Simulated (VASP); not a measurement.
**CdTe: phonons with r2SCAN**

The system is CdTe.

```
Cd Te
1.0
     0.00000    3.27921    3.27921
     3.27921    0.00000    3.27921
     3.27921    3.27921    0.00000
Cd Te
1 1
Direct
  0.00000 0.00000 0.00000
  0.75000 0.75000 0.75000
```

```json
{"Program": "VASP 6.6.1", "Task": "phonons", "Functional": "r2SCAN", "Potentials or basis": "VASP PAW PBE potentials, release 64 (Cd, Te)", "Cutoff": "550 eV", "k mesh": "6 × 6 × 6", "Occupations": "gaussian, width 0.01 eV", "Spin": "no spin polarisation", "Dipole correction": "no", "Further INCAR settings": "ALGO = Normal; EDIFF = 1e-08; NBANDS = 16; IBRION = 6; POTIM = 0.015; NSW = 1"}
```

The highest phonon frequency at Γ, LO-TO splitting left out is 137 cm⁻¹.

Phonon frequencies in cm⁻¹ (negative: imaginary):
```
              q point        frequencies
(0.000, 0.000, 0.000)  0 0 0 137 137 137
```

Run time: 22 min on 1 thread of Intel Xeon 8259CL (shared host), peak memory 0.29 GiB.
